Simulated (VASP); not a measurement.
Here is a VASP 6.6.1 calculation.

Contents of POSCAR:

```
Bi
1.0
   -1.8975895394      1.8975895394      1.8975895394
    1.8975895394     -1.8975895394      1.8975895394
    1.8975895394      1.8975895394     -1.8975895394
Bi
1
Direct
    0.0000000000      0.0000000000      0.0000000000
```

The input INCAR.step1:

```
SYSTEM = Bi
ALGO     = Normal         ! electronic algorithm
EDIFF    = 1E-4           ! SCF threshold, eV
ENCUT    = 520            ! plane-wave cutoff, eV
GGA      = PE             ! functional
ISMEAR   = 0              ! smearing method
LASPH    = .True.         ! aspherical terms in the spheres
LCHARG   = .False.        ! write CHGCAR
LREAL    = .False.        ! projectors in reciprocal space
LWAVE    = .True.         ! write WAVECAR
NBANDS   = 14             ! bands
NELM     = 80             ! most SCF steps
PREC     = Accurate       ! precision mode
SIGMA    = 0.1            ! smearing width, eV
```

INCAR.step2

```
SYSTEM = Bi
ALGO     = Normal         ! electronic algorithm
EDIFF    = 1E-6           ! SCF threshold, eV
ENCUT    = 520            ! plane-wave cutoff, eV
ISIF     = 2              ! what is computed and relaxed
ISMEAR   = 0              ! smearing method
ISTART   = 1            
LASPH    = .True.         ! aspherical terms in the spheres
LCHARG   = .False.        ! write CHGCAR
LMIXTAU  = .True.       
LREAL    = .False.        ! projectors in reciprocal space
LWAVE    = .False.        ! write WAVECAR
METAGGA  = R2SCAN         ! meta-GGA
NBANDS   = 14             ! bands
NELM     = 80             ! most SCF steps
PREC     = Accurate       ! precision mode
SIGMA    = 0.1            ! smearing width, eV
```

Contents of KPOINTS:

```
k-points
0
Gamma
  16 16 16
  0 0 0
```

Potentials or basis: VASP PAW PBE potentials, release 64 (Bi_d).

Command:

```sh
$ cat potpaw_PBE.64/Bi_d/POTCAR > POTCAR
$ cp INCAR.step1 INCAR
$ mpirun -np 1 vasp_std > vasp.out
$ cp INCAR.step2 INCAR
$ mpirun -np 1 vasp_std > vasp.out
```

Task: Predict the band gap on the k mesh.

Result: Zero (an odd number of electrons rules out a gap without spin polarisation).

Task: Estimate the pressure.

Result: 9.8 GPa.

Caveat: the cell stands under pressure; the PAW data sets were made with another functional, which shifts forces and pressure a little; spin-orbit coupling is left out, which moves the levels of the heavy elements.
